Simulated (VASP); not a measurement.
# MgTe4 (P-43m) in VASP: a series of runs

The runs below take MgTe4 through single point, relaxation of cell and atoms, with PBE.

Program: VASP 6.6.1. These are calculated values, not measurements. Logs are shortened: lines on timing, memory, paths and dates and some standing lists are left out, and cuts for length are marked.

**1. The cell of the first run**

Symmetry: P-43m, No. 215, cubic system. The conventional cell has a = 5.446 Å, b = 5.446 Å, c = 5.446 Å, α = 90.00°, β = 90.00°, γ = 90.00°. Mg (site symmetry -43m) has 4 Te at 2.73 Å within 3.6 Å. Within 3.6 Å of Te (site symmetry 3m) lie 1 Mg at 2.73 Å and 3 Te at 3.24 Å.

**2. Single point, PBE**

INCAR reads:

```
SYSTEM = MgTe4
PREC = Accurate
ENCUT = 520
EDIFF = 1E-6
ISMEAR = 0
SIGMA = 0.1
LREAL = .FALSE.
LASPH = .TRUE.
NELM = 100
ALGO = Normal
ISIF = 2
LWAVE = .FALSE.
LCHARG = .FALSE.
GGA = PE
NBANDS = 21
```

KPOINTS reads:

```
regular mesh
0
G
  4 4 4
  0 0 0
```

POSCAR reads:

```
MgTe4
1.0
    5.4463636196      0.0000000000      0.0000000000
    0.0000000000      5.4463636196      0.0000000000
    0.0000000000      0.0000000000      5.4463636196
Mg Te
1 4
Direct
    0.0000000000      0.0000000000      0.0000000000
    0.2898567931      0.7101432069      0.7101432069
    0.7101432069      0.2898567931      0.7101432069
    0.7101432069      0.7101432069      0.2898567931
    0.2898567931      0.2898567931      0.2898567931
```

Potentials or basis: VASP PAW PBE potentials, release 64 (Mg, Te).

Command:

```console
> cat potpaw_PBE.64/Mg/POTCAR potpaw_PBE.64/Te/POTCAR > POTCAR
> mpirun -np 1 vasp_std > vasp.out
```

OUTCAR:

```text
SYSTEM = MgTe4
   PREC = Accurate
   ENCUT = 520
   EDIFF = 1E-6
   ISMEAR = 0
   LREAL = .FALSE.
   LASPH = .TRUE.
   NELM = 100
   ISIF = 2
   GGA = PE

 ion  position               nearest neighbor table
   1  0.000  0.000  0.000-   2 2.73   3 2.73   4 2.73   5 2.73
   2  0.290  0.710  0.710-   1 2.73   3 3.24   4 3.24   5 3.24
   3  0.710  0.290  0.710-   1 2.73   2 3.24   4 3.24   5 3.24
   4  0.710  0.710  0.290-   1 2.73   2 3.24   3 3.24   5 3.24
   5  0.290  0.290  0.290-   1 2.73   2 3.24   3 3.24   4 3.24

  LATTYP: Found a simple cubic cell.
 ALAT       =     5.4463636196

  Lattice vectors:

 A1 = (   5.4463636196,   0.0000000000,   0.0000000000)
 A2 = (   0.0000000000,   5.4463636196,   0.0000000000)
 A3 = (   0.0000000000,   0.0000000000,   5.4463636196)

Analysis of symmetry for initial positions (statically):
=====================================================================
 Subroutine PRICEL returns:
 Original cell was already a primitive cell.

 Routine SETGRP: Setting up the symmetry group for a
 simple cubic supercell.

 Subroutine GETGRP returns: Found 24 space group operations
 (whereof 24 operations were pure point group operations)
 out of a pool of 48 trial point group operations.

The static configuration has the point symmetry T_d .

Analysis of symmetry for dynamics (positions and initial velocities):
=====================================================================
 Subroutine PRICEL returns:
 Original cell was already a primitive cell.

 Routine SETGRP: Setting up the symmetry group for a
 simple cubic supercell.

 Subroutine GETGRP returns: Found 24 space group operations
 (whereof 24 operations were pure point group operations)
 out of a pool of 48 trial point group operations.

The dynamic configuration has the point symmetry T_d .

 Subroutine INISYM returns: Found 24 space group operations
 (whereof 24 operations are pure point group operations),
 and found     1 'primitive' translations

----------------------------------------------------------------------------------------

                                     Primitive cell

  volume of cell :     161.5548

  direct lattice vectors                    reciprocal lattice vectors
     5.446363620  0.000000000  0.000000000     0.183608747  0.000000000  0.000000000
[... 77 lines left out ...]
   EDIFF  = 0.1E-05   stopping-criterion for ELM
   LREAL  =      F    real-space projection
   EDIFFG = 0.1E-04   stopping-criterion for IOM
   NSW    =      0    number of steps for IOM
   IBRION =     -1    ionic relax: 0-MD 1-quasi-New 2-CG
   NFREE  =      0    steps in history (QN), initial steepest desc. (CG)
   ISIF   =      2    stress and relaxation
   ISYM   =      2    0-nonsym 1-usesym 2-fastsym
   POTIM  = 0.5000    time-step for ionic-motion
   TEBEG  =    0.0;   TEEND  =   0.0 temperature during run
   PSTRESS=    0.0 pullay stress
   NELECT =      26.0000    total number of electrons
   NUPDOWN=      -1.0000    fix difference up-down
   EMIN   =  10.00;   EMAX   =-10.00  energy-range for DOS
   EFERMI =   0.00;   METHOD = LEGACY
   ISMEAR =     0;   SIGMA  =   0.10  broadening in eV -4-tet -1-fermi 0-gaus
   EFERMI_NEDOS =   21; number of points for ismear=-14 and -15
   IALGO  =     38    algorithm
   IMIX   =      4    mixing-type and parameters
     AMIX     =   0.40;   BMIX     =  1.00
     AMIX_MAG =   1.60;   BMIX_MAG =  1.00
  volume/ion in A,a.u.               =      32.31       218.05
  Fermi-wavevector in a.u.,A,eV,Ry     =   0.890484  1.682770 10.788893  0.792961
  Thomas-Fermi vector in A             =   2.012180
   LORBIT       =      0    0 simple, 1 ext, 2 COOP (PROOUT), +10 PAW based schemes
   GGA     = PE    functional components
   LHFCALC =     F    Hartree Fock is set to
   AEXX    =    0.0000 exact exchange contribution
   IVDW    =     0    specifies the selected vdW correction
   LEPSILON=     F    determine dielectric tensor
   LRPA    =     F    only Hartree local field effects (RPA)
 non-spin polarized calculation
 Gauss-broadening in eV      SIGMA  =   0.10
  energy-cutoff  :      520.00
  volume of cell :      161.55
 maximum number of plane-waves:      4388
 NGX is ok and might be reduce to    42
   NGX = 21   NGY = 21   NGZ = 21

 number of electron      26.0000002 magnetization

 Free energy of the ion-electron system (eV)
  ---------------------------------------------------
  ext. energy  EPLUGINS =         0.00000000
  ---------------------------------------------------
  free energy    TOTEN  =       -12.66858177 eV

  energy without entropy =      -12.63468282  energy(sigma->0) =      -12.65163229

 E-fermi :   4.7066     XC(G=0):  -8.9648

 val. band max:        4.7008398723   @ k =   0.5000   0.2500   0.2500
 cond. band min:       4.7110823986   @ k =   0.2500   0.2500   0.0000
 fundamental gap:      0.0102425263
 Fermi energy:         4.7065925731

 k-point     1 :       0.0000    0.0000    0.0000
  band No.  band energies     occupation
      1      -7.7255      2.00000
      2      -5.2048      2.00000
      3      -5.2048      2.00000
      4      -5.2048      2.00000
      5      -0.4246      2.00000
      6       1.0816      2.00000
[... 229 lines left out ...]
     20       9.9286      0.00000
     21      11.2487      0.00000

------------------------ aborting loop because EDIFF is reached ----------------------------------------

  FORCE on cell =-STRESS in cart. coord.  units (eV):
  Direction    XX          YY          ZZ          XY          YZ          ZX
  --------------------------------------------------------------------------------------
  -------------------------------------------------------------------------------------
  Total        0.1033166      0.1033166      0.1033166      0.0000000      0.0000000     -0.0000000
  in kB        1.0246150      1.0246150      1.0246150      0.0000000      0.0000000     -0.0000000
  external PRESSURE =       1.0246150 kB  Pullay stress =       0.0000000 kB

 VOLUME and BASIS-vectors are now :
 -----------------------------------------------------------------------------
  energy-cutoff  :      520.00
  volume of cell :      161.55
      direct lattice vectors                 reciprocal lattice vectors
     5.446363620  0.000000000  0.000000000     0.183608747  0.000000000  0.000000000
     0.000000000  5.446363620  0.000000000     0.000000000  0.183608747  0.000000000
     0.000000000  0.000000000  5.446363620     0.000000000  0.000000000  0.183608747

 POSITION                                       TOTAL-FORCE (eV/Angst)
 -----------------------------------------------------------------------------------
      0.00000      0.00000      0.00000        -0.000000      0.000000     -0.000000
      1.57867      3.86770      3.86770         0.029996     -0.029996     -0.029996
      3.86770      1.57867      3.86770        -0.029996      0.029996     -0.029996
      3.86770      3.86770      1.57867        -0.029996     -0.029996      0.029996
      1.57867      1.57867      1.57867         0.029996      0.029996      0.029996
 -----------------------------------------------------------------------------------
    total drift:                               -0.000000     -0.000000     -0.000000

  FREE ENERGIE OF THE ION-ELECTRON SYSTEM (eV)
  ---------------------------------------------------
  free  energy   TOTEN  =       -12.6685817679 eV

  energy  without entropy=      -12.6346828209  energy(sigma->0) =      -12.65163229
```

OSZICAR:

```text
N       E                     dE             d eps       ncg     rms          rms(c)
DAV:   1     0.112067017968E+03    0.11207E+03   -0.94414E+03   420   0.981E+02
DAV:   2    -0.382253243303E+01   -0.11589E+03   -0.11343E+03   555   0.146E+02
DAV:   3    -0.124959517616E+02   -0.86734E+01   -0.85709E+01   531   0.423E+01
DAV:   4    -0.126794321868E+02   -0.18348E+00   -0.18341E+00   511   0.713E+00
DAV:   5    -0.126844572414E+02   -0.50251E-02   -0.50250E-02   514   0.125E+00    0.888E+00
DAV:   6    -0.126710547711E+02    0.13402E-01   -0.17175E-02   505   0.664E-01    0.549E+00
DAV:   7    -0.126685133333E+02    0.25414E-02   -0.31629E-02   455   0.914E-01    0.214E-01
DAV:   8    -0.126684977952E+02    0.15538E-04   -0.21399E-03   490   0.208E-01    0.166E-01
DAV:   9    -0.126685736976E+02   -0.75902E-04   -0.12398E-04   546   0.567E-02    0.721E-02
DAV:  10    -0.126685809189E+02   -0.72213E-05   -0.21038E-05   480   0.228E-02    0.187E-02
DAV:  11    -0.126685817679E+02   -0.84902E-06   -0.19245E-06   381   0.729E-03
   1 F= -.12668582E+02 E0= -.12651632E+02  d E =-.338989E-01
```

stdout:

```text
POSCAR found type information on POSCAR MgTe
 POSCAR found :  2 types and       5 ions
 scaLAPACK will be used
 LDA part: xc-table for (Slater+PW92), standard interpolation
 POSCAR, INCAR and KPOINTS ok, starting setup
 FFT: planning ... GRIDC
 FFT: planning ... GRID_SOFT
 FFT: planning ... GRID
 WAVECAR not read
 entering main loop
```

Wall time 40 s (1 thread of AMD EPYC 7R43 (Zen 3), shared host); peak memory 0.23 GiB.

What came out:

```
Free energy            : -12.6686 eV
Pressure               : 0.1 GPa
Largest force          : 0.052 eV/Å
Band gap on the k mesh : zero (band 13 reaches 5.14 eV, above the bottom of band 14 at 4.58 eV)
```

Forces in eV/Å, atoms in the order of the input:
```
Mg   0.000  0.000  0.000
Te   0.030 -0.030 -0.030
Te  -0.030  0.030 -0.030
Te  -0.030 -0.030  0.030
Te   0.030  0.030  0.030
```

Caveat: spin-orbit coupling is left out, which moves the levels of the heavy elements.

**3. Single point, PBE**

This run uses another cell than the first one, of 38.11 Å³/atom, 1.179 times its volume.

INCAR reads:

```
SYSTEM = MgTe4
PREC = Accurate
ENCUT = 520
EDIFF = 1E-6
ISMEAR = 0
SIGMA = 0.1
LREAL = .FALSE.
LASPH = .TRUE.
NELM = 80
ALGO = Normal
ISIF = 2
LWAVE = .FALSE.
LCHARG = .TRUE.
GGA = PE
LELF = .TRUE.
LVHAR = .TRUE.
NBANDS = 21
```

KPOINTS reads:

```
Automatic mesh
0
G
  4 4 4
  0 0 0
```

POSCAR reads:

```
MgTe4
1.0
    5.7543249000      0.0000000000      0.0000000000
    0.0000000000      5.7543249000      0.0000000000
    0.0000000000      0.0000000000      5.7543249000
Mg Te
1 4
Direct
    0.0000000000      0.0000000000      0.0000000000
    0.2437810800      0.7562189200      0.7562189200
    0.7562189200      0.2437810800      0.7562189200
    0.7562189200      0.7562189200      0.2437810800
    0.2437810800      0.2437810800      0.2437810800
```

Potentials or basis: VASP PAW PBE potentials, release 64 (Mg, Te).

Command:

```console
> cat potpaw_PBE.64/Mg/POTCAR potpaw_PBE.64/Te/POTCAR > POTCAR
> mpirun -np 1 vasp_std > vasp.out
```

Wall time 75 s (1 thread of AMD EPYC 7R43 (Zen 3), shared host); peak memory 0.3 GiB.

The run converged. Its results:

```
Free energy            : -10.1537 eV
Pressure               : 3.5 GPa
Largest force          : 3.023 eV/Å
Band gap on the k mesh : zero (band 13 reaches 3.11 eV, above the bottom of band 14 at 2.51 eV)
```

Forces in eV/Å, atoms in the order of the input:
```
Mg   0.000  0.000  0.000
Te   1.745 -1.745 -1.745
Te  -1.745  1.745 -1.745
Te  -1.745 -1.745  1.745
Te   1.745  1.745  1.745
```

Levels at points of the mesh, in eV from the Fermi level:
```csv
k point,band 10,band 11,band 12,band 13,band 14,band 15,band 16,band 17
"(0.00, 0.00, 0.00)",-1.10,-0.34,-0.34,-0.34,0.90,0.90,0.90,4.23
"(0.50, 0.00, 0.00)",-1.35,-1.26,-1.21,-0.05,-0.05,0.30,0.30,5.52
"(0.50, 0.50, 0.00)",-1.23,-1.23,-0.77,0.24,0.24,0.33,0.77,5.95
"(0.50, 0.50, 0.50)",0.01,0.01,0.45,0.45,0.70,0.70,0.70,5.35
```

Caveat: spin-orbit coupling is left out, which moves the levels of the heavy elements; forces of over 1 eV/Å act on the atoms, so gaps and moduli don't describe the material at rest.

(Part 1 of 2 ends here.)
